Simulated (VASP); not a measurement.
# Al16N16O (a cell with a defect) in VASP: single point with PBE

Aim: the single point of Al16N16O (a cell with a defect) with PBE.

Everything below comes from runs of VASP 6.6.1. Logs are shortened: lines on timing, memory, paths and dates and some standing lists are left out, and cuts for length are marked.

### 1 The cell of the first run

The cell holds a defect, 33 atoms: a = 6.260 Å, b = 6.260 Å, c = 10.035 Å, α = 90.00°, β = 90.00°, γ = 120.00°.

### 2 Single point, PBE

Input file INCAR:

```
SYSTEM = Al16N16O
ALGO = Normal ; EDIFF = 1E-6
ENCUT = 520 ; GGA = PE
GGA_COMPAT = .FALSE. ; ISIF = 2
ISMEAR = -1 ; LASPH = .TRUE.
LCHARG = .FALSE. ; LREAL = Auto
LWAVE = .FALSE. ; NBANDS = 89
NELM = 120 ; PREC = Accurate
SIGMA = 0.01
```

Input file KPOINTS:

```
Automatic mesh
0
Gamma
  2 2 2
  0.5 0.5 0.5
```

Input file POSCAR:

```
Al16N16O
1.0
    6.2595139100      0.0000000600      0.0000000000
   -3.1297570100      5.4208980300      0.0000000000
    0.0000000000      0.0000000000     10.0348065900
Al N O
16 16 1
Direct
    0.3457826700      0.1712018000      0.2548444900
    0.1778719800      0.3397449000      0.5064327100
    0.3426527400      0.1730684500      0.7550498800
    0.1781180600      0.3396496300      1.0056999700
    0.3356769800      0.6681103000      0.2611478800
    0.1761472600      0.8424617600      0.5027354900
    0.3366260200      0.6722873800      0.7483496700
    0.1761279100      0.8397367300      1.0070752900
    0.8486639300      0.1802092900      0.2611098300
    0.6743982100      0.3401338300      0.5027527500
    0.8441931600      0.1801357600      0.7484258800
    0.6786209800      0.3428629400      1.0072210100
    0.8422876100      0.6739281000      0.2541853900
    0.6755952000      0.8418013100      0.4990632200
    0.8418746500      0.6735567100      0.7398076700
    0.6556079900      0.8620621100      0.9789069200
    0.3412375300      0.1754745100      0.4435547800
    0.1788653900      0.3378850400      0.1953007800
    0.3442201900      0.1739576100      0.9453701200
    0.1781850700      0.3382686400      0.6949868800
    0.3366429700      0.6717570400      0.4501509400
    0.1826281500      0.8373586000      0.1975180100
    0.3333596100      0.6695188300      0.9389828400
    0.1788446400      0.8432792500      0.6907707700
    0.8466146600      0.1810817300      0.4499551800
    0.6796897600      0.3335360700      0.1976981500
    0.8479403100      0.1842594400      0.9391248500
    0.6713811700      0.3364238100      0.6905776000
    0.8425134900      0.6737830500      0.4470391000
    0.6687319400      0.8465822000      0.2274259000
    0.8704761600      0.6493626600      0.9224173700
    0.6749990100      0.8419824100      0.6939767700
   -0.2209364000     -0.2664537100      0.0746592100
```

Potentials or basis: VASP PAW PBE potentials, release 64 (Al, N, O).

On the command line:

```
$ cat potpaw_PBE.64/Al/POTCAR potpaw_PBE.64/N/POTCAR potpaw_PBE.64/O/POTCAR > POTCAR
$ mpirun -np 1 vasp_std > vasp.out
```

OUTCAR:

```text
SYSTEM = Al16N16O
   EDIFF = 1E-6
   ENCUT = 520
   GGA = PE
   ISIF = 2
   ISMEAR = -1
   LASPH = .TRUE.
   LREAL = Auto
   NELM = 120
   PREC = Accurate

 ion  position               nearest neighbor table
   1  0.346  0.171  0.255-  17 1.89  26 1.90  22 1.90  18 1.90  10 3.06   6 3.06   8 3.07  12 3.07
                             4 3.09   2 3.11   5 3.12   9 3.12  13 3.13  13 3.13   9 3.14   5 3.14
   2  0.178  0.340  0.506-  25 1.88  17 1.88  21 1.89  20 1.89   7 3.02  11 3.03   5 3.04   9 3.04
                             3 3.07  10 3.11   6 3.11   1 3.11  14 3.13  14 3.13   6 3.15  10 3.15
   3  0.343  0.173  0.755-  20 1.89  28 1.90  24 1.90  19 1.91   2 3.07   4 3.09   6 3.10  10 3.11
                             8 3.11   7 3.12  12 3.12  11 3.12  15 3.13  15 3.13  11 3.14   7 3.14
   4  0.178  0.340  0.006-  19 1.90  18 1.90  23 1.91  27 1.91   3 3.09   1 3.09   5 3.12  12 3.12
                             8 3.12   9 3.12   8 3.14  12 3.14   7 3.15  16 3.15  16 3.15  11 3.15
   5  0.336  0.668  0.261-  30 1.84  22 1.86  21 1.90  18 1.91  14 3.02   6 3.03   2 3.04   9 3.05
                            13 3.11   8 3.12   1 3.12   4 3.12   1 3.14  13 3.15   9 3.21  16 3.33
   6  0.176  0.842  0.503-  21 1.87  24 1.89  29 1.89  17 1.90  15 2.99   5 3.03   7 3.05   1 3.06
                            13 3.08   3 3.10   2 3.11  10 3.12  14 3.13  14 3.13  10 3.14   2 3.15
   7  0.337  0.672  0.748-  24 1.87  20 1.89  23 1.91  32 1.91  16 2.89   2 3.02   6 3.05  11 3.08
                            15 3.10  14 3.10   3 3.12   3 3.14   8 3.15   4 3.15  15 3.16  11 3.18
   8  0.176  0.840  0.007-  31 1.88  23 1.90  22 1.91  19 1.91  33 2.33  16 2.95   1 3.07  13 3.07
                             3 3.11  12 3.11   5 3.12   4 3.12   4 3.14   7 3.15  12 3.15  15 3.24
   9  0.849  0.180  0.261-  30 1.84  26 1.86  25 1.90  18 1.91  14 3.01  10 3.03   2 3.04   5 3.05
[... 14 lines left out ...]
                            12 2.95  15 3.14   4 3.15   4 3.15   9 3.32   5 3.33  12 3.34   8 3.34
  17  0.341  0.175  0.444-   2 1.88   1 1.89   6 1.90  10 1.90
  18  0.179  0.338  0.195-   4 1.90   1 1.90   9 1.91   5 1.91
  19  0.344  0.174  0.945-   4 1.90   3 1.91   8 1.91  12 1.92
  20  0.178  0.338  0.695-   3 1.89   7 1.89  11 1.89   2 1.89
  21  0.337  0.672  0.450-   6 1.87   2 1.89   5 1.90  14 1.90
  22  0.183  0.837  0.198-   5 1.86   1 1.90   8 1.91  13 1.93
  23  0.333  0.670  0.939-  16 1.80   8 1.90   4 1.91   7 1.91
  24  0.179  0.843  0.691-   7 1.87   6 1.89  15 1.89   3 1.90
  25  0.847  0.181  0.450-  10 1.87   2 1.88   9 1.90  14 1.90
  26  0.680  0.334  0.198-   9 1.86   1 1.90  12 1.91  13 1.93
  27  0.848  0.184  0.939-  16 1.80  12 1.90   4 1.91  11 1.91
  28  0.671  0.336  0.691-  11 1.88  10 1.88  15 1.89   3 1.90
  29  0.843  0.674  0.447-  14 1.89   6 1.89  10 1.89  13 1.94
  30  0.669  0.847  0.227-   5 1.84   9 1.84  13 1.90  16 2.50
  31  0.870  0.649  0.922-  33 1.80  15 1.85   8 1.88  12 1.88  16 2.39
  32  0.675  0.842  0.694-  15 1.87  11 1.91   7 1.91  14 1.96
  33  0.779  0.734  0.075-  16 1.67  31 1.80  13 1.92  12 2.30   8 2.33

  LATTYP: Found a hexagonal cell.
 ALAT       =     6.2595139100
 C/A-ratio  =     1.6031287308

  Lattice vectors:

 A1 = (   6.2595139100,   0.0000000600,   0.0000000000)
 A2 = (  -3.1297570100,   5.4208980300,   0.0000000000)
 A3 = (   0.0000000000,   0.0000000000,  10.0348065900)

Analysis of symmetry for initial positions (statically):
=====================================================================
 Subroutine PRICEL returns:
 Original cell was already a primitive cell.

 Routine SETGRP: Setting up the symmetry group for a
 hexagonal supercell.

 Subroutine GETGRP returns: Found  1 space group operations
 (whereof  1 operations were pure point group operations)
 out of a pool of 24 trial point group operations.

The static configuration has the point symmetry C_1 .

Analysis of symmetry for dynamics (positions and initial velocities):
=====================================================================
 Subroutine PRICEL returns:
 Original cell was already a primitive cell.

 Routine SETGRP: Setting up the symmetry group for a
 hexagonal supercell.

 Subroutine GETGRP returns: Found  1 space group operations
 (whereof  1 operations were pure point group operations)
 out of a pool of 24 trial point group operations.

The dynamic configuration has the point symmetry C_1 .

 Subroutine INISYM returns: Found  1 space group operations
 (whereof  1 operations are pure point group operations),
 and found     1 'primitive' translations

----------------------------------------------------------------------------------------

                                     Primitive cell

  volume of cell :     340.5029

[... 90 lines left out ...]
     0.079878407  0.046117821  0.000000000     0.500000000  0.000000000  0.000000000
    -0.000000001  0.092235640  0.000000000     0.000000000  0.500000000  0.000000000
     0.000000000  0.000000000  0.049826571     0.000000000  0.000000000  0.500000000

  Length of vectors
     0.092235640  0.092235640  0.049826571

  Shift w.r.t. Gamma in fractional coordinates (k-lattice)
     0.500000000  0.500000000  0.500000000

 Subroutine IBZKPT returns following result:
 ===========================================

 Found     12 irreducible k-points:

 Following reciprocal coordinates:
            Coordinates               Weight
  0.250000  0.250000  0.250000      2.000000
 -0.250000  0.500000  0.250000      2.000000
  0.500000  0.250000  0.250000      2.000000
 -0.250000 -0.250000  0.250000      2.000000
  0.250000  0.500000  0.250000      2.000000
  0.500000 -0.250000  0.250000      2.000000
 -0.250000  0.250000  0.250000      2.000000
 -0.250000  0.000000  0.250000      2.000000
  0.000000 -0.250000  0.250000      2.000000
  0.250000 -0.250000  0.250000      2.000000
  0.250000  0.000000  0.250000      2.000000
  0.000000  0.250000  0.250000      2.000000
   k-points           NKPTS =     12   k-points in BZ     NKDIM =     12   number of bands    NBANDS=     89
   number of dos      NEDOS =    301   number of ions     NIONS =     33
   total plane-waves  NPLWV = 184320
   dimension x,y,z NGX =    48 NGY =   48 NGZ =   80
   dimension x,y,z NGXF=    96 NGYF=   96 NGZF=  160
   ions per type =              16  16   1
   NGX,Y,Z   is equivalent  to a cutoff of  12.75, 12.75, 13.25 a.u.
   NGXF,Y,Z  is equivalent  to a cutoff of  25.50, 25.50, 26.51 a.u.
 SYSTEM =  Al16N16O
   PREC   = accura    normal or accurate (medium, high low for compatibility)
   ISTART =      0    job   : 0-new  1-cont  2-samecut
   ICHARG =      2    charge: 1-file 2-atom 10-const
   ISPIN  =      1    spin polarized calculation?
   LNONCOLLINEAR =      F non collinear calculations
   LSORBIT =      F    spin-orbit coupling
   LASPH  =      T    aspherical Exc in radial PAW
   ENCUT  =  520.0 eV  38.22 Ry    6.18 a.u.  11.64 11.64 18.66*2*pi/ulx,y,z
   NELM   =    120;   NELMIN=  2; NELMDL= -5     # of ELM steps
   EDIFF  = 0.1E-05   stopping-criterion for ELM
   LREAL  =      T    real-space projection
   EDIFFG = 0.1E-04   stopping-criterion for IOM
   NSW    =      0    number of steps for IOM
[... 5 lines left out ...]
   TEBEG  =    0.0;   TEEND  =   0.0 temperature during run
   PSTRESS=    0.0 pullay stress
   NELECT =     134.0000    total number of electrons
   NUPDOWN=      -1.0000    fix difference up-down
   EMIN   =  10.00;   EMAX   =-10.00  energy-range for DOS
   EFERMI =   0.00;   METHOD = LEGACY
   ISMEAR =    -1;   SIGMA  =   0.01  broadening in eV -4-tet -1-fermi 0-gaus
   EFERMI_NEDOS =   21; number of points for ismear=-14 and -15
   IALGO  =     38    algorithm
   IMIX   =      4    mixing-type and parameters
     AMIX     =   0.40;   BMIX     =  1.00
     AMIX_MAG =   1.60;   BMIX_MAG =  1.00
  volume/ion in A,a.u.               =      10.32        69.63
  Fermi-wavevector in a.u.,A,eV,Ry     =   1.199691  2.267088 19.582308  1.439259
  Thomas-Fermi vector in A             =   2.335547
   LORBIT       =      0    0 simple, 1 ext, 2 COOP (PROOUT), +10 PAW based schemes
   GGA     = PE    functional components
   LHFCALC =     F    Hartree Fock is set to
   AEXX    =    0.0000 exact exchange contribution
   IVDW    =     0    specifies the selected vdW correction
   LEPSILON=     F    determine dielectric tensor
   LRPA    =     F    only Hartree local field effects (RPA)
 non-spin polarized calculation
  energy-cutoff  :      520.00
  volume of cell :      340.50
 maximum number of plane-waves:      9165
 NGX is ok and might be reduce to    48
   NGX = 23   NGY = 23   NGZ = 37

 number of electron     134.0000000 magnetization

 Free energy of the ion-electron system (eV)
  ---------------------------------------------------
  ext. energy  EPLUGINS =         0.00000000
  ---------------------------------------------------
  free energy    TOTEN  =      -240.16207880 eV

  energy without entropy =     -240.16207880  energy(sigma->0) =     -240.16207880

 E-fermi :   6.9525     XC(G=0): -10.9427

 val. band max:        6.6698305439   @ k =  -0.2500  -0.2500   0.2500
 cond. band min:       9.1524404942   @ k =   0.2500  -0.2500   0.2500
 fundamental gap:      2.4826099503
 Fermi energy:         6.9524653708

 k-point     1 :       0.2500    0.2500    0.2500
  band No.  band energies     occupation
      1     -13.2352      2.00000
      2      -8.3742      2.00000
      3      -8.0135      2.00000
      4      -7.9035      2.00000
      5      -7.6453      2.00000
      6      -7.5125      2.00000
[... 973 lines left out ...]
     78      12.5746      0.00000
     79      12.6537      0.00000
 [bands above 79 left out]

------------------------ aborting loop because EDIFF is reached ----------------------------------------

  FORCE on cell =-STRESS in cart. coord.  units (eV):
  Direction    XX          YY          ZZ          XY          YZ          ZX
  --------------------------------------------------------------------------------------
  -------------------------------------------------------------------------------------
  Total       15.1184681      9.4535272     14.2283510     -4.5306720     -0.5893780      0.8536770
  in kB       71.1373224     44.4819282     66.9490310    -21.3182890     -2.7732154      4.0168288
  external PRESSURE =      60.8560939 kB  Pullay stress =       0.0000000 kB

 VOLUME and BASIS-vectors are now :
 -----------------------------------------------------------------------------
  energy-cutoff  :      520.00
  volume of cell :      340.50
      direct lattice vectors                 reciprocal lattice vectors
     6.259513910  0.000000060  0.000000000     0.159756813  0.092235641  0.000000000
    -3.129757010  5.420898030  0.000000000    -0.000000002  0.184471279  0.000000000
     0.000000000  0.000000000 10.034806590     0.000000000  0.000000000  0.099653141

 POSITION                                       TOTAL-FORCE (eV/Angst)
 -----------------------------------------------------------------------------------
      1.62861      0.92807      2.55732         0.125462     -0.068597     -0.091570
      0.05007      1.84172      5.08195        -0.124018      0.095601     -0.081190
      1.60318      0.93819      7.57678         0.097981     -0.079323     -0.135957
      0.05191      1.84121      0.05720        -0.100943      0.061017     -0.087291
      0.01015      3.62176      2.62057         0.153688     -0.020610     -0.044336
     -1.53410      4.56690      5.04485        -0.115520      0.040172     -0.061578
[... 25 lines left out ...]
      1.58997      4.56430      6.96392        -0.198252      0.094601      0.093111
      2.58074      3.97648      0.74919         0.097874     -0.068291      0.042024
 -----------------------------------------------------------------------------------
    total drift:                                0.027001      0.024572      0.018405

  FREE ENERGIE OF THE ION-ELECTRON SYSTEM (eV)
  ---------------------------------------------------
  free  energy   TOTEN  =      -240.1620788000 eV

  energy  without entropy=     -240.1620788000  energy(sigma->0) =     -240.16207880
```

It took 23 min on 1 thread of Oxide Virtual Turin-like, shared host; peak memory 0.52 GiB.

What came out:

| Quantity | Value |
| --- | --- |
| Free energy | -240.1621 eV |
| Pressure | 6.1 GPa |
| Largest force | 0.382 eV/Å |
| Band gap on the k mesh | 2.48 eV |

Forces in eV/Å, atoms in the order of the input:
```
Al   0.125 -0.069 -0.092
Al  -0.124  0.096 -0.081
Al   0.098 -0.079 -0.136
Al  -0.101  0.061 -0.087
Al   0.154 -0.021 -0.044
Al  -0.116  0.040 -0.062
Al   0.116 -0.060 -0.080
Al  -0.061  0.040 -0.107
Al   0.078 -0.133 -0.073
Al  -0.113  0.084 -0.100
Al   0.110 -0.067 -0.085
Al  -0.065  0.038 -0.110
Al   0.119 -0.065 -0.030
Al  -0.131  0.080 -0.106
Al   0.141 -0.068 -0.116
Al  -0.223  0.134 -0.166
N    0.180 -0.097  0.073
N   -0.145  0.082 -0.052
N    0.082 -0.040  0.202
N   -0.167  0.096  0.097
N    0.192 -0.137  0.063
N   -0.186  0.093  0.065
N    0.222  0.063  0.056
N   -0.211  0.134  0.048
N    0.146 -0.164  0.085
N   -0.175  0.099  0.078
N    0.062 -0.210  0.059
N   -0.116  0.163  0.083
N    0.196 -0.100  0.136
N   -0.209  0.172  0.270
N    0.221 -0.191  0.081
N   -0.198  0.095  0.093
O    0.098 -0.068  0.042
```

Caveat: the k points lie up to 0.58 Å⁻¹ apart.
